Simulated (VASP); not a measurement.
The system is Al.

```
CELL_PARAMETERS angstrom
2.82708 0.00000 0.00000
-1.41354 2.44832 0.00000
0.00000 0.00000 9.18599
ATOMIC_POSITIONS crystal
Al 0.00000 0.00000 0.00000
Al 0.33333 0.66667 0.25000
Al 0.00000 0.00000 0.50000
Al 0.66667 0.33333 0.75000
```

- Program: VASP 6.6.1
- Task: relaxation of cell and atoms
- Functional: PBEsol
- Potentials or basis: VASP PAW PBE potentials, release 64 (Al)
- Cutoff: 600 eV
- k mesh: 8 × 8 × 3
- Occupations: methfessel-paxton, width 0.05 eV
- Spin: no spin polarisation

At the start: pressure 1.8 GPa; volume 15.90 Å³/atom.

Where does the relaxation end?

Over 4 steps the energy falls by 3.5 meV/atom and the volume is 16.27 Å³/atom (+2.4 %); space group P6_3/mmc (No. 194, to 0.05 Å).

The path:
```tsv
step	energy change (eV)	largest force (eV/Å)	pressure (GPa)	volume (Å³)
1	0.0000	0.0000	1.82	63.58
2	-0.0137	0.0000	-0.23	65.25
3	-0.0137	0.0000	-0.19	65.22
4	-0.0141	0.0000	0.02	65.08
```

Final structure:
```
CELL_PARAMETERS angstrom
2.86386 0.00000 0.00000
-1.43193 2.48017 0.00000
0.00000 0.00000 9.16297
ATOMIC_POSITIONS crystal
Al 0.00000 0.00000 0.00000
Al 0.33333 0.66667 0.25000
Al 0.00000 0.00000 0.50000
Al 0.66667 0.33333 0.75000
```

Caveat: the PAW data sets were made with another functional, which shifts forces and pressure a little.
